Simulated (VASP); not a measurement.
A run of VASP 6.6.1 is set up as follows.

Contents of INCAR:

```
PREC = Accurate
ENCUT = 520
EDIFF = 1E-6
ISMEAR = 0
SIGMA = 0.02
LREAL = False
LASPH = True
NELM = 100
ALGO = Normal
ISIF = 2
LWAVE = False
LCHARG = True
GGA = PE
LELF = True
LVHAR = True
NBANDS = 51
```

File KPOINTS:

```
Automatic mesh
0
Gamma
  6 6 6
```

POSCAR

```
Sn2C3
1.0
    3.3994646056      1.9626818051      5.9610075660
   -3.3994646056      1.9626818051      5.9610075660
    0.0000000000     -3.9253636103      5.9610075660
Sn C
4 6
Direct
    0.4905286983      0.4905286983      0.4905286983
    0.5445630195      0.0259969162      0.5445630195
    0.0259969162      0.5445630195      0.5445630195
    0.5445630195      0.5445630195      0.0259969162
    0.7778491341      0.9850568292      0.1914759151
    0.9850568292      0.1914759151      0.7778491341
    0.1914759151      0.7778491341      0.9850568292
    0.1914759151      0.9850568292      0.7778491341
    0.7778491341      0.1914759151      0.9850568292
    0.9850568292      0.7778491341      0.1914759151
```

Potentials or basis: VASP PAW PBE potentials, release 64 (Sn_d, C).

Launch:

```bash
$ cat potpaw_PBE.64/Sn_d/POTCAR potpaw_PBE.64/C/POTCAR > POTCAR
$ mpirun -np 1 vasp_std > vasp.out
```

Problem. What does it give for the band gap on the k mesh?

Solution. 1.12 eV (least direct gap 1.23 eV).

Problem. Predict the largest force.

Solution. 0.051 eV/Å.

Stress tensor (GPa, compression positive):
```
 0.10  0.00  0.00
 0.00  0.10  0.00
 0.00  0.00 -0.01
```

Caveat: spin-orbit coupling is left out, which moves the levels of the heavy elements. A k mesh can miss the band edges.
